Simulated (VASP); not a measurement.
# BN (P6_3mc) in VASP: notebook

The runs below take BN through single point, with PBE, PBE+D3(BJ), LDA.

Program: VASP 6.6.1. These are calculated values, not measurements. Logs are shortened: lines on timing, memory, paths and dates and some standing lists are left out, and cuts for length are marked.

## (1) The cell of the first run

Symmetry: P6_3mc, No. 186, hexagonal system. Conventional cell: a = 2.544 Å, b = 2.544 Å, c = 4.208 Å, α = 90.00°, β = 90.00°, γ = 120.00°. B (site symmetry 3m) has 4 N at 1.56 to 1.58 Å within 2.1 Å. Within 2.1 Å of N (site symmetry 3m) lie 4 B at 1.56 to 1.58 Å.

## (2) Single point, PBE

The input, INCAR:

```
SYSTEM = BN
PREC = Accurate
ENCUT = 520
EDIFF = 1E-6
ISMEAR = 0
SIGMA = 0.01
LREAL = .False.
LASPH = .True.
NELM = 100
ALGO = Normal
ISIF = 2
LWAVE = .False.
LCHARG = .False.
GGA = PE
NBANDS = 16
```

The input, KPOINTS:

```
Automatic mesh
0
Gamma
  9 9 4
  0 0 0
```

The input, POSCAR:

```
BN
1.0
    2.5439500013      0.0000000000      0.0000000000
   -1.2719750007      2.2031253271      0.0000000000
    0.0000000000      0.0000000000      4.2078153363
B N
2 2
Direct
    0.3333333333      0.6666666667      0.0002034648
    0.6666666667      0.3333333333      0.5002034648
    0.3333333333      0.6666666667      0.3747965352
    0.6666666667      0.3333333333      0.8747965352
```

Potentials or basis: VASP PAW PBE potentials, release 64 (B, N).

On the command line:

```
$ cat potpaw_PBE.64/B/POTCAR potpaw_PBE.64/N/POTCAR > POTCAR
$ mpirun -np 1 vasp_std > vasp.out
```

OUTCAR:

```text
SYSTEM = BN
   PREC = Accurate
   ENCUT = 520
   EDIFF = 1E-6
   ISMEAR = 0
   LREAL = .False.
   LASPH = .True.
   NELM = 100
   ISIF = 2
   GGA = PE

 ion  position               nearest neighbor table
   1  0.333  0.667  0.000-   4 1.56   4 1.56   4 1.56   3 1.58
   2  0.667  0.333  0.500-   3 1.56   3 1.56   3 1.56   4 1.58
   3  0.333  0.667  0.375-   2 1.56   2 1.56   2 1.56   1 1.58
   4  0.667  0.333  0.875-   1 1.56   1 1.56   1 1.56   2 1.58

  LATTYP: Found a hexagonal cell.
 ALAT       =     2.5439500013
 C/A-ratio  =     1.6540479703

  Lattice vectors:

 A1 = (   2.5439500013,   0.0000000000,   0.0000000000)
 A2 = (  -1.2719750007,   2.2031253271,   0.0000000000)
 A3 = (   0.0000000000,   0.0000000000,   4.2078153363)

Analysis of symmetry for initial positions (statically):
=====================================================================
 Subroutine PRICEL returns:
 Original cell was already a primitive cell.

 Routine SETGRP: Setting up the symmetry group for a
 hexagonal supercell.

 Subroutine GETGRP returns: Found 12 space group operations
 (whereof  6 operations were pure point group operations)
 out of a pool of 24 trial point group operations.

The static configuration has the point symmetry C_3v.
 The point group associated with its full space group is C_6v.

Analysis of symmetry for dynamics (positions and initial velocities):
=====================================================================
 Subroutine PRICEL returns:
 Original cell was already a primitive cell.

 Routine SETGRP: Setting up the symmetry group for a
 hexagonal supercell.

 Subroutine GETGRP returns: Found 12 space group operations
 (whereof  6 operations were pure point group operations)
 out of a pool of 24 trial point group operations.

The dynamic configuration has the point symmetry C_3v.
 The point group associated with its full space group is C_6v.

 Subroutine INISYM returns: Found 12 space group operations
 (whereof  6 operations are pure point group operations),
 and found     1 'primitive' translations

----------------------------------------------------------------------------------------

                                     Primitive cell

  volume of cell :      23.5833

  direct lattice vectors                    reciprocal lattice vectors
     2.543950001  0.000000000  0.000000000     0.393089487  0.226950321  0.000000000
    -1.271975001  2.203125327  0.000000000     0.000000000  0.453900642  0.000000000
     0.000000000  0.000000000  4.207815336     0.000000000  0.000000000  0.237653015

  length of vectors
     2.543950001  2.543950001  4.207815336     0.453900642  0.453900642  0.237653015

  position of ions in fractional coordinates (direct lattice)
     0.333333333  0.666666667  0.000203465
     0.666666667  0.333333333  0.500203465
     0.333333333  0.666666667  0.374796535
     0.666666667  0.333333333  0.874796535

  ion indices of the primitive-cell ions
   primitive index   ion index
                 1           1
                 2           2
                 3           3
                 4           4

----------------------------------------------------------------------------------------

 KPOINTS: Automatic mesh

Automatic generation of k-mesh.
 Grid dimensions read from file:
 generate k-points for:    9    9    4

 Generating k-lattice:

  Cartesian coordinates                     Fractional coordinates (reciprocal lattice)
     0.043676610  0.025216702  0.000000000     0.111111111  0.000000000  0.000000000
     0.000000000  0.050433405  0.000000000     0.000000000  0.111111111  0.000000000
     0.000000000  0.000000000  0.059413254     0.000000000  0.000000000  0.250000000

  Length of vectors
     0.050433405  0.050433405  0.059413254

  Shift w.r.t. Gamma in fractional coordinates (k-lattice)
     0.000000000  0.000000000  0.000000000

 Subroutine IBZKPT returns following result:
 ===========================================

 Found     36 irreducible k-points:

 Following reciprocal coordinates:
            Coordinates               Weight
  0.000000  0.000000  0.000000      1.000000
  0.111111 -0.000000  0.000000      6.000000
  0.222222  0.000000  0.000000      6.000000
  0.333333  0.000000  0.000000      6.000000
  0.444444  0.000000  0.000000      6.000000
  0.111111  0.111111  0.000000      6.000000
[... 16 lines left out ...]
  0.333333  0.222222  0.250000     24.000000
  0.333333  0.333333  0.250000      4.000000
 [... further k-points ...]
   k-points           NKPTS =     36   k-points in BZ     NKDIM =     36   number of bands    NBANDS=     16
   number of dos      NEDOS =    301   number of ions     NIONS =      4
   total plane-waves  NPLWV =  12800
   dimension x,y,z NGX =    20 NGY =   20 NGZ =   32
   dimension x,y,z NGXF=    40 NGYF=   40 NGZF=   64
   ions per type =               2   2
   NGX,Y,Z   is equivalent  to a cutoff of  13.07, 13.07, 12.64 a.u.
   NGXF,Y,Z  is equivalent  to a cutoff of  26.14, 26.14, 25.29 a.u.
 SYSTEM =  BN
   PREC   = accura    normal or accurate (medium, high low for compatibility)
   ISTART =      0    job   : 0-new  1-cont  2-samecut
   ICHARG =      2    charge: 1-file 2-atom 10-const
   ISPIN  =      1    spin polarized calculation?
   LNONCOLLINEAR =      F non collinear calculations
   LSORBIT =      F    spin-orbit coupling
   LASPH  =      T    aspherical Exc in radial PAW
   ENCUT  =  520.0 eV  38.22 Ry    6.18 a.u.   4.73  4.73  7.82*2*pi/ulx,y,z
   NELM   =    100;   NELMIN=  2; NELMDL= -5     # of ELM steps
   EDIFF  = 0.1E-05   stopping-criterion for ELM
   LREAL  =      F    real-space projection
   EDIFFG = 0.1E-04   stopping-criterion for IOM
   NSW    =      0    number of steps for IOM
   IBRION =     -1    ionic relax: 0-MD 1-quasi-New 2-CG
   NFREE  =      0    steps in history (QN), initial steepest desc. (CG)
   ISIF   =      2    stress and relaxation
   ISYM   =      2    0-nonsym 1-usesym 2-fastsym
   POTIM  = 0.5000    time-step for ionic-motion
   TEBEG  =    0.0;   TEEND  =   0.0 temperature during run
   PSTRESS=    0.0 pullay stress
   NELECT =      16.0000    total number of electrons
   NUPDOWN=      -1.0000    fix difference up-down
   EMIN   =  10.00;   EMAX   =-10.00  energy-range for DOS
   EFERMI =   0.00;   METHOD = LEGACY
   ISMEAR =     0;   SIGMA  =   0.01  broadening in eV -4-tet -1-fermi 0-gaus
   EFERMI_NEDOS =   21; number of points for ismear=-14 and -15
   IALGO  =     38    algorithm
   IMIX   =      4    mixing-type and parameters
     AMIX     =   0.40;   BMIX     =  1.00
     AMIX_MAG =   1.60;   BMIX_MAG =  1.00
  volume/ion in A,a.u.               =       5.90        39.79
  Fermi-wavevector in a.u.,A,eV,Ry     =   1.438512  2.718393 28.154745  2.069315
  Thomas-Fermi vector in A             =   2.557470
   LORBIT       =      0    0 simple, 1 ext, 2 COOP (PROOUT), +10 PAW based schemes
   GGA     = PE    functional components
   LHFCALC =     F    Hartree Fock is set to
   AEXX    =    0.0000 exact exchange contribution
   IVDW    =     0    specifies the selected vdW correction
   LEPSILON=     F    determine dielectric tensor
   LRPA    =     F    only Hartree local field effects (RPA)
 non-spin polarized calculation
 Gauss-broadening in eV      SIGMA  =   0.01
  energy-cutoff  :      520.00
  volume of cell :       23.58
 maximum number of plane-waves:       652
 NGX is ok and might be reduce to    20
   NGX =  9   NGY =  9   NGZ = 15

 number of electron      16.0000000 magnetization

 Free energy of the ion-electron system (eV)
  ---------------------------------------------------
  ext. energy  EPLUGINS =         0.00000000
  ---------------------------------------------------
  free energy    TOTEN  =       -34.82759713 eV

  energy without entropy =      -34.82759713  energy(sigma->0) =      -34.82759713

 E-fermi :   7.6399     XC(G=0): -12.8219

 val. band max:        7.5827956160   @ k =   0.0000   0.0000   0.0000
 cond. band min:      12.7723292196   @ k =   0.3333   0.3333   0.0000
 fundamental gap:      5.1895336036
 Fermi energy:         7.6398710344

 k-point     1 :       0.0000    0.0000    0.0000
  band No.  band energies     occupation
      1     -12.8454      2.00000
      2      -8.6821      2.00000
      3      -3.3541      2.00000
      4       5.4547      2.00000
      5       5.4547      2.00000
      6       7.3145      2.00000
[... 8 lines left out ...]
     15      19.5005      0.00000
     16      23.8289      0.00000

 k-point     2 :       0.1111   -0.0000    0.0000
  band No.  band energies     occupation
      1     -12.5768      2.00000
      2      -8.4775      2.00000
      3      -3.0881      2.00000
      4       4.2783      2.00000
      5       4.9756      2.00000
      6       6.6037      2.00000
[... 8 lines left out ...]
     15      20.2638      0.00000
     16      23.4139      0.00000

 k-point     3 :       0.2222    0.0000    0.0000
  band No.  band energies     occupation
      1     -11.7870      2.00000
      2      -7.9194      2.00000
      3      -2.3093      2.00000
      4       1.7790      2.00000
      5       4.0038      2.00000
      6       4.4258      2.00000
[... 8 lines left out ...]
     15      22.0710      0.00000
     16      22.7863      0.00000

 k-point     4 :       0.3333    0.0000    0.0000
  band No.  band energies     occupation
      1     -10.5445      2.00000
      2      -7.2757      2.00000
      3      -1.1167      2.00000
      4      -0.6323      2.00000
      5       2.0505      2.00000
      6       3.1350      2.00000
[... 8 lines left out ...]
     15      23.4152      0.00000
     16      24.0192      0.00000

 k-point     5 :       0.4444    0.0000    0.0000
  band No.  band energies     occupation
      1      -9.1129      2.00000
      2      -7.2770      2.00000
      3      -1.8523      2.00000
      4      -0.0263      2.00000
      5       0.4796      2.00000
      6       2.6506      2.00000
[... 8 lines left out ...]
     15      23.9365      0.00000
     16      25.2609      0.00000

 k-point     6 :       0.1111    0.1111    0.0000
  band No.  band energies     occupation
      1     -12.0470      2.00000
      2      -8.0934      2.00000
      3      -2.5647      2.00000
      4       2.7699      2.00000
      5       3.7401      2.00000
      6       5.4306      2.00000
[... 8 lines left out ...]
     15      21.8959      0.00000
     16      22.9653      0.00000

 k-point     7 :       0.2222    0.1111    0.0000
  band No.  band energies     occupation
      1     -11.0261      2.00000
      2      -7.4640      2.00000
      3      -1.5626      2.00000
      4       0.5557      2.00000
      5       2.2190      2.00000
      6       3.6701      2.00000
[... 8 lines left out ...]
     15      22.8776      0.00000
     16      23.5900      0.00000

 k-point     8 :       0.3333    0.1111    0.0000
  band No.  band energies     occupation
      1      -9.6433      2.00000
      2      -7.0665      2.00000
      3      -1.3044      2.00000
      4      -0.2378      2.00000
      5       0.8818      2.00000
      6       2.2209      2.00000
[... 8 lines left out ...]
     15      23.4680      0.00000
     16      24.2307      0.00000

 k-point     9 :       0.4444    0.1111    0.0000
  band No.  band energies     occupation
      1      -8.5864      2.00000
      2      -7.3790      2.00000
      3      -1.8010      2.00000
      4      -0.0759      2.00000
      5       0.8307      2.00000
      6       1.7963      2.00000
[... 8 lines left out ...]
     15      23.8219      0.00000
     16      25.1578      0.00000
[... 172 lines left out ...]
 k-point    19 :       0.2222    0.1111    0.2500
  band No.  band energies     occupation
      1     -10.6813      2.00000
      2      -8.3133      2.00000
      3      -0.6316      2.00000
      4       1.2681      2.00000
      5       2.0376      2.00000
      6       3.2735      2.00000
[... 8 lines left out ...]
     15      22.4608      0.00000
     16      23.3129      0.00000

 k-point    20 :       0.3333    0.1111    0.2500
  band No.  band energies     occupation
      1      -9.3462      2.00000
      2      -7.5436      2.00000
      3      -1.7472      2.00000
      4      -0.0627      2.00000
      5       1.4707      2.00000
      6       2.4524      2.00000
[... 8 lines left out ...]
     15      23.5167      0.00000
     16      24.2904      0.00000

 k-point    21 :       0.4444    0.1111    0.2500
  band No.  band energies     occupation
      1      -8.3744      2.00000
      2      -7.4765      2.00000
      3      -2.3436      2.00000
      4      -1.1142      2.00000
      5       1.6485      2.00000
      6       2.6448      2.00000
[... 8 lines left out ...]
     15      23.8239      0.00000
     16      24.9719      0.00000

 k-point    22 :       0.2222    0.2222    0.2500
  band No.  band energies     occupation
      1      -9.5347      2.00000
      2      -7.5759      2.00000
      3      -0.9664      2.00000
      4       0.1524      2.00000
      5       1.6047      2.00000
      6       1.7778      2.00000
[... 8 lines left out ...]
     15      22.7994      0.00000
     16      23.6401      0.00000

 k-point    23 :       0.3333    0.2222    0.2500
  band No.  band energies     occupation
      1      -8.2836      2.00000
      2      -7.2477      2.00000
      3      -1.6691      2.00000
      4      -0.6975      2.00000
      5       0.4057      2.00000
      6       2.2308      2.00000
[... 8 lines left out ...]
     15      23.3462      0.00000
     16      24.2440      0.00000

 k-point    24 :       0.3333    0.3333    0.2500
  band No.  band energies     occupation
      1      -7.4583      2.00000
      2      -7.4583      2.00000
      3      -1.2760      2.00000
      4      -0.6533      2.00000
      5      -0.6533      2.00000
      6       1.3087      2.00000
[... 8 lines left out ...]
     15      23.9968      0.00000
     16      23.9968      0.00000

 [... further k-points ...]
[... 5 lines left out ...]
  --------------------------------------------------------------------------------------
  -------------------------------------------------------------------------------------
  Total        0.7353026      0.7353026      0.7099887     -0.0000000      0.0000000      0.0000000
  in kB       49.9542296     49.9542296     48.2344756     -0.0000000      0.0000000      0.0000000
  external PRESSURE =      49.3809783 kB  Pullay stress =       0.0000000 kB

 VOLUME and BASIS-vectors are now :
 -----------------------------------------------------------------------------
  energy-cutoff  :      520.00
  volume of cell :       23.58
      direct lattice vectors                 reciprocal lattice vectors
     2.543950001  0.000000000  0.000000000     0.393089487  0.226950321  0.000000000
    -1.271975001  2.203125327  0.000000000     0.000000000  0.453900642  0.000000000
     0.000000000  0.000000000  4.207815336     0.000000000  0.000000000  0.237653015

 POSITION                                       TOTAL-FORCE (eV/Angst)
 -----------------------------------------------------------------------------------
     -0.00000      1.46875      0.00086         0.000000      0.000000      0.008320
      1.27198      0.73438      2.10476        -0.000000      0.000000      0.008320
     -0.00000      1.46875      1.57707         0.000000     -0.000000     -0.008320
      1.27198      0.73438      3.68098        -0.000000      0.000000     -0.008320
 -----------------------------------------------------------------------------------
    total drift:                               -0.000000     -0.000000     -0.000415

  FREE ENERGIE OF THE ION-ELECTRON SYSTEM (eV)
  ---------------------------------------------------
  free  energy   TOTEN  =       -34.8275971276 eV

  energy  without entropy=      -34.8275971276  energy(sigma->0) =      -34.82759713
```

Run time: 7.5 s. Hardware: 1 thread of Intel Xeon Platinum 8375C at 2.90GHz (Ice Lake), shared host; peak memory 0.14 GiB.

Results:

```yaml
Free_energy: -34.8276 eV
Pressure: 4.9 GPa
Largest_force: 0.008 eV/Å
Band_gap_on_the_k_mesh: 5.19 eV, indirect (least direct gap 8.29 eV)
```

Forces on the atoms (eV/Å):
```
B    0.000  0.000  0.008
B    0.000  0.000  0.008
N    0.000  0.000 -0.008
N    0.000  0.000 -0.008
```

Levels at points of the mesh, in eV from the valence-band top:
```tsv
k point	band 6	band 7	band 8	band 9	band 10	band 11
(0.00, 0.00, 0.00)	-0.27	0.00	0.00	8.38	8.38	8.62
(0.00, 0.00, 0.50)	-1.18	-1.18	-1.18	9.52	9.52	9.94
```

## (3) Single point, PBE+D3(BJ)

The input, INCAR:

```
ALGO = Normal
EDIFF = 1E-7
ENCUT = 520
GGA = PE
ISIF = 2
ISMEAR = 0
IVDW = 12
LASPH = T
LCHARG = F
LREAL = F
LWAVE = F
NBANDS = 16
NELM = 100
PREC = Accurate
SIGMA = 0.01
```

The input, KPOINTS:

```
k-points
0
Gamma
  9 9 4
```

POSCAR is that of step 2.

Potentials or basis: VASP PAW PBE potentials, release 64 (B, N).

On the command line:

```
$ cat potpaw_PBE.64/B/POTCAR potpaw_PBE.64/N/POTCAR > POTCAR
$ mpirun -np 1 vasp_std > vasp.out
```

Run time: 8.4 s. Hardware: 1 thread of Intel Xeon Platinum 8375C at 2.90GHz (Ice Lake), shared host; peak memory 0.15 GiB.

Results (log left out):

```yaml
Free_energy: -35.6659 eV
Pressure: -0.8 GPa
Largest_force: 0.007 eV/Å
Band_gap_on_the_k_mesh: 5.19 eV, indirect (least direct gap 8.29 eV)
Dispersion_energy_per_atom: -0.210 eV
```

Forces on the atoms (eV/Å):
```
B    0.000  0.000  0.007
B    0.000  0.000  0.007
N    0.000  0.000 -0.007
N    0.000  0.000 -0.007
```

Stress tensor (GPa, compression positive):
```
-0.73  0.00  0.00
 0.00 -0.73  0.00
 0.00  0.00 -0.91
```

Levels at points of the mesh, in eV from the valence-band top:
| k point | band 5 | band 6 | band 7 | band 8 | band 9 | band 10 | band 11 | band 12 |
| --- | --- | --- | --- | --- | --- | --- | --- | --- |
| (0.00, 0.00, 0.00) | -2.13 | -0.27 | 0.00 | 0.00 | 8.38 | 8.38 | 8.62 | 9.56 |
| (0.00, 0.00, 0.50) | -1.18 | -1.18 | -1.18 | -1.18 | 9.52 | 9.52 | 9.94 | 9.94 |

## (4) Single point, LDA

The input, INCAR:

```
SYSTEM = BN
ALGO = Normal
EDIFF = 1E-6
ENCUT = 520
ISIF = 2
ISMEAR = 0
LASPH = .True.
LCHARG = .False.
LREAL = .False.
LWAVE = .False.
NBANDS = 16
NELM = 100
PREC = Accurate
SIGMA = 0.01
```

The input, KPOINTS:

```
k-points
0
Gamma
  9 9 4
  0 0 0
```

POSCAR is that of step 3.

Potentials or basis: VASP PAW LDA potentials, release 64 (B, N).

On the command line:

```
$ cat potpaw_LDA.64/B/POTCAR potpaw_LDA.64/N/POTCAR > POTCAR
$ mpirun -np 1 vasp_std > vasp.out
```

Run time: 6.9 s. Hardware: 1 thread of Intel Xeon Platinum 8375C at 2.90GHz (Ice Lake), shared host; peak memory 0.13 GiB.

Results (log left out):

```
Free energy            : -38.7430 eV
Pressure               : -8.4 GPa
Band gap on the k mesh : 4.96 eV, indirect (least direct gap 8.16 eV)
```

Stress tensor (GPa, compression positive):
```
-8.48  0.00  0.00
 0.00 -8.48  0.00
 0.00  0.00 -8.30
```

Levels at points of the mesh, in eV from the valence-band top:
| k point | band 6 | band 7 | band 8 | band 9 | band 10 | band 11 |
| --- | --- | --- | --- | --- | --- | --- |
| (0.00, 0.00, 0.00) | -0.27 | 0.00 | 0.00 | 8.25 | 8.25 | 8.50 |
| (0.00, 0.00, 0.50) | -1.18 | -1.18 | -1.18 | 9.48 | 9.48 | 9.81 |

A k mesh can miss the band edges. Expect the measured gap to be larger: semilocal functionals such as LDA lack the derivative discontinuity.

## (5) Overview

| level | potentials or basis | gap on the mesh (eV) | pressure (GPa) | largest force (eV/Å) |
| --- | --- | --- | --- | --- |
| PBE | VASP PAW PBE potentials, release 64 (B, N) | 5.19 | 4.9 | 0.01 |
| PBE+D3(BJ) | VASP PAW PBE potentials, release 64 (B, N) | 5.19 | -0.8 | 0.01 |
| LDA | VASP PAW LDA potentials, release 64 (B, N) | 4.96 | -8.4 | - |

Alike in all rows: task single point; no spin polarisation; cell as given; k mesh 9 × 9 × 4; cutoff (eV) 520; smearing gaussian 0.01 eV.

Absolute energies hang on the potentials; compare differences alone.
